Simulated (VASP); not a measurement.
Wanted: the native input for a VASP 6.6.1 run.

| Item | Value |
| --- | --- |
| Task | single point |
| Functional | PBE |
| Potentials or basis | VASP PAW PBE potentials, release 64 (Ga_d, P) |
| Cutoff | 500 eV |
| k mesh | 6 × 6 × 6 |
| Occupations | gaussian, width 0.02 eV |
| Spin | no spin polarisation |
| Dipole correction | no |
| Further INCAR settings | ALGO = Normal; EDIFF = 1e-06; NBANDS = 16 |

The structure of GaP lies in POSCAR:

```
GaP
1.0
    0.0000000000      2.7598000000      2.7598000000
    2.7598000000      0.0000000000      2.7598000000
    2.7598000000      2.7598000000      0.0000000000
Ga P
1 1
Direct
    0.0000000000      0.0000000000      0.0000000000
    0.2500000000      0.2500000000      0.2500000000
```

This cell differs from its parent crystal: volume scaled by 1.000 of the coarse rest volume.

One way to write it, as run:

INCAR

```
SYSTEM = GaP
  ALGO = Normal
  EDIFF = 1E-6
  ENCUT = 500
  GGA = PE
  GGA_COMPAT = .False.
  ISIF = 2
  ISMEAR = 0
  LASPH = .True.
  LCHARG = .True.
  LELF = .True.
  LREAL = .False.
  LVHAR = .True.
  LWAVE = .False.
  NBANDS = 16
  NELM = 120
  PREC = Accurate
  SIGMA = 0.02
```

KPOINTS

```
k-points
0
Gamma
  6 6 6
  0 0 0
```

Potentials or basis: VASP PAW PBE potentials, release 64 (Ga_d, P).

Run with:

```console
$ cat potpaw_PBE.64/Ga_d/POTCAR potpaw_PBE.64/P/POTCAR > POTCAR
$ mpirun -np 1 vasp_std > vasp.out
```

It gave:

The pressure is -0.6 GPa and the band gap on the k mesh is 1.51 eV, direct.

It took 13 s on 1 thread of AMD EPYC 7R13, with other jobs on the host, peak memory 0.13 GiB.
